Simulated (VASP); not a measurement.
Set up this calculation in VASP 6.6.1, as the native input.

* Task: single point
* Functional: PBE
* Potentials or basis: VASP PAW PBE potentials, release 64 (Ge_d, Sb, Te)
* Cutoff: 520 eV
* k mesh: 12 × 12 × 2
* Occupations: gaussian, width 0.03 eV
* Spin: no spin polarisation
* Dipole correction: no
* Further INCAR settings: ALGO = Normal; EDIFF = 1e-06; NBANDS = 44

The structure of Ge2Sb2Te5 lies in POSCAR:

```
Ge2Sb2Te5
1.0
    4.2748375632      0.0000000000      0.0000000000
   -2.1374187816      3.7021179267      0.0000000000
    0.0000000000      0.0000000000     16.5555909146
Ge Sb Te
2 2 5
Direct
    0.0000000000      0.0000000000      0.3314713560
    0.0000000000      0.0000000000      0.6685286440
    0.3333333333      0.6666666667      0.1121550832
    0.6666666667      0.3333333333      0.8878449168
    0.0000000000      0.0000000000      0.0000000000
    0.3333333333      0.6666666667      0.7913602895
    0.6666666667      0.3333333333      0.2086397105
    0.3333333333      0.6666666667      0.4097504733
    0.6666666667      0.3333333333      0.5902495267
```

This cell differs from its parent crystal: volume 29.112 Å^3 an atom, c/a of the conventional cell 3.8728.

The input as run:

INCAR

```
ALGO     = Normal         # electronic algorithm
EDIFF    = 1E-6           # SCF threshold, eV
ENCUT    = 520            # plane-wave cutoff, eV
GGA      = PE             # functional
ISIF     = 2              # what is computed and relaxed
ISMEAR   = 0              # smearing method
LASPH    = T              # aspherical terms in the spheres
LCHARG   = F              # write CHGCAR
LREAL    = F              # projectors in reciprocal space
LWAVE    = F              # write WAVECAR
NBANDS   = 44             # bands
NELM     = 60             # most SCF steps
PREC     = Accurate       # precision mode
SIGMA    = 0.03           # smearing width, eV
```

KPOINTS

```
k-points
0
Gamma
  12 12 2
```

Potentials or basis: VASP PAW PBE potentials, release 64 (Ge_d, Sb, Te).

Run with:

```console
$ cat potpaw_PBE.64/Ge_d/POTCAR potpaw_PBE.64/Sb/POTCAR potpaw_PBE.64/Te/POTCAR > POTCAR
$ mpirun -np 1 vasp_std > vasp.out
```

Results of the run:

| Property | Result |
| --- | --- |
| Pressure | 4.4 GPa |
| Largest force | 0.688 eV/Å |
| Band gap on the k mesh | zero (band 34 reaches 6.75 eV, above the bottom of band 35 at 6.65 eV) |

Caveat: spin-orbit coupling is left out, which moves the levels of the heavy elements; this functional lacks dispersion, which binds the layers, so the pressure and a relaxed spacing across them are unreliable.

Wall time 4.4 min on 1 thread of Intel(R) Xeon(R) 6975P-C (Granite Rapids) (shared host), peak memory 0.6 GiB.
